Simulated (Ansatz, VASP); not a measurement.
## AlN: VASP beside Ansatz

INCAR

```
  PREC = Accurate
  ENCUT = 520
  EDIFF = 1E-6
  ISMEAR = 0
  SIGMA = 0.05
  LREAL = F
  LASPH = T
  NELM = 80
  ALGO = Normal
  ISIF = 2
  LWAVE = F
  LCHARG = F
  GGA = PE
  IBRION = 2
  NSW = 50
  EDIFFG = -0.01
```

KPOINTS

```
regular mesh
0
Gamma
  9 9 6
```

File POSCAR:

```
AlN
1.0
    3.1298889828      0.0000000000      0.0000000000
   -1.5649444914      2.7105633702      0.0000000000
    0.0000000000      0.0000000000      5.0169562961
Al N
2 2
Direct
    0.3333333333      0.6666666667      0.0017290859
    0.6666666667      0.3333333333      0.5017290859
    0.3333333333      0.6666666667      0.3832709141
    0.6666666667      0.3333333333      0.8832709141
```

Input for Ansatz:

```yaml
crystal:
  lattice:
    - [3.1298889828, 0.0, 0.0]
    - [-1.5649444914, 2.7105633702, 0.0]
    - [0.0, 0.0, 5.0169562961]
  atoms:
    - { symbol: Al, position: [0.3333333333, 0.6666666667, 0.0017290859] }
    - { symbol: Al, position: [0.6666666667, 0.3333333333, 0.5017290859] }
    - { symbol: "N", position: [0.3333333333, 0.6666666667, 0.3832709141] }
    - { symbol: "N", position: [0.6666666667, 0.3333333333, 0.8832709141] }
basis:
  ecutwfc: 520.0
kpoints:
  mp_grid: { grid: [9, 9, 6] }
hamiltonian:
  xc: pbe
  pseudopotentials: { kind: paw, azcp: { folder: soft_1 } }
scf:
  occupations: { method: gaussian, width: 0.05 }
output:
  forces: true
  stress: true
  eigenvalues: true
relax:
  adjacent_minimum: "off"
  f_tol: 0.01
  max_steps: 30
```

Alike in both runs: task relaxation of the atoms; functional PBE; k mesh 9 × 9 × 6; occupations gaussian, width 0.05 eV; no spin polarisation.

|  | VASP | Ansatz |
| --- | --- | --- |
| version | VASP 6.6.1 | Ansatz 0.2.0 |
| potentials or method | VASP PAW PBE potentials, release 64 (Al, N), cutoff 520 eV | scalar-relativistic, plane waves, PAW |
| valence electrons in the cell | 16 | 16 |

Ansatz gave:

| Property | Result |
| --- | --- |
| gap on the k mesh at the Fermi level, each at its own relaxed structure (eV) | 4.04 |

Task: What did VASP give for the same quantities?

Result: gap on the k mesh at the Fermi level, each at its own relaxed structure (eV): 4.05.

Ansatz's warnings: stress scf threshold loose.

Noted on VASP's run: the relaxation stopped at its first step, so nothing moved.
